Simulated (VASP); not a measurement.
MoS2:

```
Mo S
1.0
     1.58550    0.91539    6.11500
    -1.58550    0.91539    6.11500
     0.00000   -1.83078    6.11500
Mo S
1 2
Direct
  0.00000 0.00000 0.00000
  0.75000 0.75000 0.75000
  0.25000 0.25000 0.25000
```

| Property | Result |
| --- | --- |
| Program | VASP 6.6.1 |
| Task | relaxation of cell and atoms |
| Functional | PBE |
| Dispersion | D3(BJ) |
| Potentials or basis | VASP PAW PBE potentials, release 64 (Mo_sv, S) |
| Cutoff | 600 eV |
| k mesh | 6 × 6 × 6 |
| Occupations | gaussian, width 0.1 eV |
| Spin | no spin polarisation |

At the start: pressure 3.9 GPa; volume 17.75 Å³/atom.

Task: Where does the relaxation end?

Result: Over 13 steps the energy falls by 22.3 meV/atom and the volume is 16.98 Å³/atom (-4.3 %); space group R-3m (No. 166, to 0.1 Å) before and after.

Step by step:
```tsv
step	energy change (eV)	largest force (eV/Å)	pressure (GPa)	volume (Å³)
1	0.0000	0.9364	3.87	53.25
2	0.0557	0.8430	-8.68	56.62
3	-0.0330	0.2018	-1.36	54.48
4	-0.0330	0.2154	-1.30	54.46
5	-0.0450	0.1723	-0.89	53.74
6	-0.0525	0.0848	-0.05	52.49
7	-0.0526	0.0941	-0.14	52.61
8	-0.0565	0.1031	0.03	52.28
9	-0.0642	0.1288	0.70	51.31
10	-0.0544	0.1417	2.57	49.36
11	-0.0649	0.1641	1.21	50.85
12	-0.0666	0.0606	0.46	50.91
13	-0.0669	0.0115	-0.05	50.95
```

Final structure:
```cif
data_structure
_symmetry_space_group_name_H-M 'P 1'
_symmetry_Int_Tables_number 1
_cell_length_a 6.2443
_cell_length_b 6.2443
_cell_length_c 6.2443
_cell_angle_alpha 29.101
_cell_angle_beta 29.101
_cell_angle_gamma 29.101
_cell_volume 50.95
loop_
_atom_site_label
_atom_site_type_symbol
_atom_site_fract_x
_atom_site_fract_y
_atom_site_fract_z
_atom_site_occupancy
Mo1 Mo 0.00000 0.00000 0.00000 1
S1 S 0.75584 0.75584 0.75584 1
S2 S 0.24416 0.24416 0.24416 1
```

Caveat: the k points lie up to 0.39 Å⁻¹ apart in the final cell.
